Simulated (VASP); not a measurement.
Set up this calculation in VASP 6.6.1, as the native input.

```yaml
Task: single point
Functional: LDA
Potentials_or_basis: VASP PAW LDA potentials, release 64 (Sn_d)
Cutoff: 520 eV
k_mesh: 9 × 9 × 9
Occupations: fermi-dirac, width 0.03 eV
Spin: no spin polarisation
Dipole_correction: no
Further_INCAR_settings: ALGO = Normal; EDIFF = 1e-06; NBANDS = 21
```

The structure of Sn lies in POSCAR:

```
Sn
1.0
    0.0000000000      3.2777367435      3.2777367435
    3.2777367435      0.0000000000      3.2777367435
    3.2777367435      3.2777367435      0.0000000000
Sn
2
Direct
    0.5000000000      0.5000000000      0.5000000000
    0.7500000000      0.7500000000      0.7500000000
```

This cell differs from its parent crystal: volume scaled by 1.03.

The input as run:

INCAR

```
SYSTEM = Sn
PREC = Accurate
ENCUT = 520
EDIFF = 1E-6
ISMEAR = -1
SIGMA = 0.03
LREAL = .False.
LASPH = .True.
NELM = 80
ALGO = Normal
ISIF = 2
LWAVE = .False.
LCHARG = .False.
NBANDS = 21
```

KPOINTS

```
Automatic mesh
0
Gamma
  9 9 9
  0 0 0
```

Potentials or basis: VASP PAW LDA potentials, release 64 (Sn_d).

Run with:

```console
$ cat potpaw_LDA.64/Sn_d/POTCAR > POTCAR
$ mpirun -np 1 vasp_std > vasp.out
```

Results of the run:

| Quantity | Value |
| --- | --- |
| Pressure | -1.5 GPa |
| Band gap on the k mesh | zero (band 14 reaches 5.14 eV, above the bottom of band 15 at 4.91 eV) |

Caveat: spin-orbit coupling is left out, which moves the levels of the heavy elements.

Wall time 28 s on 1 thread of Intel(R) Xeon(R) Platinum 8375C CPU @ 2.90GHz (Ice Lake) (shared host), peak memory 0.18 GiB.
